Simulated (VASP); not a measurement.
Input of a VASP 6.6.1 run:

Contents of INCAR:

```
SYSTEM = InSb
PREC     = Accurate       ! precision mode
ENCUT    = 520            ! plane-wave cutoff, eV
EDIFF    = 1E-7           ! SCF threshold, eV
ISMEAR   = 0              ! smearing method
SIGMA    = 0.15           ! smearing width, eV
LREAL    = .FALSE.        ! projectors in reciprocal space
LASPH    = .TRUE.         ! aspherical terms in the spheres
NELM     = 100            ! most SCF steps
ALGO     = Normal         ! electronic algorithm
ISIF     = 2              ! what is computed and relaxed
LWAVE    = .FALSE.        ! write WAVECAR
LCHARG   = .TRUE.         ! write CHGCAR
GGA      = PS             ! functional
LELF     = .TRUE.         ! ELF
LVHAR    = .TRUE.       
NBANDS   = 16             ! bands
```

Contents of KPOINTS:

```
regular mesh
0
G
  12 12 12
  0 0 0
```

Contents of POSCAR:

```
InSb
1.0
    0.0000000000      3.2876865000      3.3362730000
    3.2876865000      0.0000000000      3.3362730000
    3.2876865000      3.2876865000      0.0000000000
In Sb
1 1
Direct
    0.0000000000      0.0000000000      0.0000000000
    0.7500000000      0.7500000000      0.7500000000
```

Potentials or basis: VASP PAW PBE potentials, release 64 (In_d, Sb).

Launch:

```console
$ cat potpaw_PBE.64/In_d/POTCAR potpaw_PBE.64/Sb/POTCAR > POTCAR
$ mpirun -np 1 vasp_std > vasp.out
```

(1) Estimate the band gap on the k mesh.

(2) Estimate the pressure.

Results:

(1) zero (filled and empty bands touch).

(2) -1.6 GPa.

Caveat: the cell differs from its parent crystal (strain +0.015 along x and y, +0.030 along z); semilocal functionals underestimate gaps, so a narrow gap can read as zero; the PAW data sets were made with another functional, which shifts forces and pressure a little; spin-orbit coupling is left out, which moves the levels of the heavy elements.
